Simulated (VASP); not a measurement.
A run of VASP 6.6.1 is set up as follows.

Contents of POSCAR:

```
Os
1.0
    0.0000000000      1.9450000000      1.9450000000
    1.9450000000      0.0000000000      1.9450000000
    1.9450000000      1.9450000000      0.0000000000
Os
1
Direct
    0.0000000000      0.0000000000      0.0000000000
```

File INCAR.step1:

```
  PREC = Accurate
  ENCUT = 520
  ISMEAR = 1
  SIGMA = 0.05
  LREAL = F
  LASPH = T
  NELM = 150
  MAGMOM = 0 0 0
  LSORBIT = T
  GGA_COMPAT = F
  LMAXMIX = 4
  NBANDS = 19
  GGA = PE
  ALGO = Normal
  EDIFF = 1E-4
  LWAVE = T
  LCHARG = F
```

File INCAR.step2:

```
  PREC = Accurate
  ENCUT = 520
  EDIFF = 1E-6
  ISMEAR = 1
  SIGMA = 0.05
  LREAL = F
  LASPH = T
  NELM = 150
  ALGO = Normal
  ISIF = 2
  LWAVE = F
  LCHARG = T
  MAGMOM = 0 0 0
  LORBIT = 11
  LSORBIT = T
  GGA_COMPAT = F
  LORBMOM = T
  LMAXMIX = 4
  METAGGA = R2SCAN
  LMIXTAU = T
  LUSE_VDW = T
  IVDW_NL = 2
  BPARAM = 11.95
  CPARAM = 0.0093
  LVHAR = T
  NBANDS = 19
  ISTART = 1
```

The input KPOINTS:

```
regular mesh
0
Gamma
  12 12 12
```

Potentials or basis: VASP PAW PBE potentials, release 64 (Os).

Launch:

```sh
$ cat potpaw_PBE.64/Os/POTCAR > POTCAR
$ cp INCAR.step1 INCAR
$ mpirun -np 1 vasp_ncl > vasp.out
$ cp INCAR.step2 INCAR
$ mpirun -np 1 vasp_ncl > vasp.out
```

(1) Predict the pressure.

(2) What does it give for the net moment?

Results:

(1) -17.7 GPa.

(2) 0.00 μB per cell.

Caveat: the PAW data sets were made with another functional, which shifts forces and pressure a little.
